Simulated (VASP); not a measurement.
Cu: single point with LDA

Cu:

```
Cu
1.0
     2.58040    0.00000    0.00000
    -1.29020    2.23469    0.00000
     0.00000    0.00000    8.42385
Cu
4
Direct
  0.66667 0.33333 0.75000
  0.00000 0.00000 0.50000
  0.33333 0.66667 0.25000
  0.00000 0.00000 0.00000
```

This isn't the form of Cu at room conditions, which is fcc.

```
Program                : VASP 6.6.1
Task                   : single point
Functional             : LDA
Potentials or basis    : VASP PAW LDA potentials, release 64 (Cu)
Cutoff                 : 520 eV
k mesh                 : 12 × 12 × 4
Occupations            : fermi-dirac, width 0.05 eV
Spin                   : no spin polarisation
Dipole correction      : no
Further INCAR settings : ALGO = Normal; EDIFF = 1e-07; NBANDS = 30
```

```json
{
 "Pressure": "-14.7 GPa",
 "Band gap on the k mesh": "zero (bands 22 and 23 overlap by 5.11 eV)"
}
```

Stress tensor (GPa, compression positive):
```
-14.49   0.00   0.00
  0.00 -14.49   0.00
  0.00   0.00 -15.18
```

Levels at points of the mesh, in eV from the Fermi level:
```csv
k point,band 20,band 21,band 22,band 23,band 24,band 25
"(0.00, 0.00, 0.00)",-1.85,-1.85,-1.58,-1.58,-0.79,3.69
"(0.50, 0.00, 0.00)",-1.43,-0.43,0.57,1.02,1.58,4.49
"(0.00, 0.00, 0.50)",-2.12,-1.69,-1.69,-1.69,-1.69,6.82
"(0.50, 0.00, 0.50)",-1.45,0.16,0.16,1.40,1.40,5.03
```

Wall time 91 s on 1 thread of Intel Xeon 8259CL, on a shared host, peak memory 0.18 GiB.

Caveat: the cell stands under tension.
